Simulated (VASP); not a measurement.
A run of VASP 6.6.1 is set up as follows.

Contents of POSCAR:

```
Al2O3
1.0
    2.3790760000      1.3735601700      4.3299000000
   -2.3790760000      1.3735601700      4.3299000000
    0.0000000000     -2.7471203400      4.3299000000
Al O
4 6
Direct
    0.3522900000      0.3522900000      0.3522900000
    0.1477100000      0.1477100000      0.1477100000
    0.6477100000      0.6477100000      0.6477100000
    0.8522900000      0.8522900000      0.8522900000
    0.5562100000      0.9437900000      0.2500000000
    0.2500000000      0.5562100000      0.9437900000
    0.9437900000      0.2500000000      0.5562100000
    0.4437900000      0.0562100000      0.7500000000
    0.7500000000      0.4437900000      0.0562100000
    0.0562100000      0.7500000000      0.4437900000
```

File INCAR.step1:

```
SYSTEM = Al2O3
PREC = Accurate
ENCUT = 520
ISMEAR = 0
SIGMA = 0.1
LREAL = .FALSE.
LASPH = .TRUE.
NELM = 80
NBANDS = 35
GGA = PE
ALGO = Normal
EDIFF = 1E-4
LWAVE = .TRUE.
LCHARG = .FALSE.
```

Contents of INCAR.step2:

```
SYSTEM = Al2O3
PREC = Accurate
ENCUT = 520
EDIFF = 1E-6
ISMEAR = 0
SIGMA = 0.1
LREAL = .FALSE.
LASPH = .TRUE.
NELM = 80
ALGO = Normal
ISIF = 2
LWAVE = .FALSE.
LCHARG = .FALSE.
METAGGA = R2SCAN
LMIXTAU = .TRUE.
NBANDS = 35
ISTART = 1
```

File KPOINTS:

```
regular mesh
0
G
  6 6 6
  0 0 0
```

Potentials or basis: VASP PAW PBE potentials, release 64 (Al, O).

The run is started by

```bash
$ cat potpaw_PBE.64/Al/POTCAR potpaw_PBE.64/O/POTCAR > POTCAR
$ cp INCAR.step1 INCAR
$ mpirun -np 1 vasp_std > vasp.out
$ cp INCAR.step2 INCAR
$ mpirun -np 1 vasp_std > vasp.out
```

(1) What does it give for the largest force?

(2) What does it give for the band gap on the k mesh?

(3) Estimate the pressure.

## Answers

(1) 0.104 eV/Å.

(2) 7.15 eV.

(3) -0.3 GPa.

Caveat: the PAW data sets were made with another functional, which shifts forces and pressure a little.

**Measured values to compare with.**

From “Multi-petahertz electron interference in Cr:Al2O3 solid-state material”, 2018, pmc:5906618, for a bulk crystal of Al2O3: band gap 8.7 eV (optical).

Against the measured gap of Al2O3, 8.7 eV (optical; quoted in “Multi-petahertz electron interference in Cr:Al2O3 solid-state material”, 2018, pmc:5906618), the calculated 7.15 eV is off by -1.55 eV. The value is that of r2SCAN on a finite k mesh, which can miss the band edges, without temperature or zero-point motion.
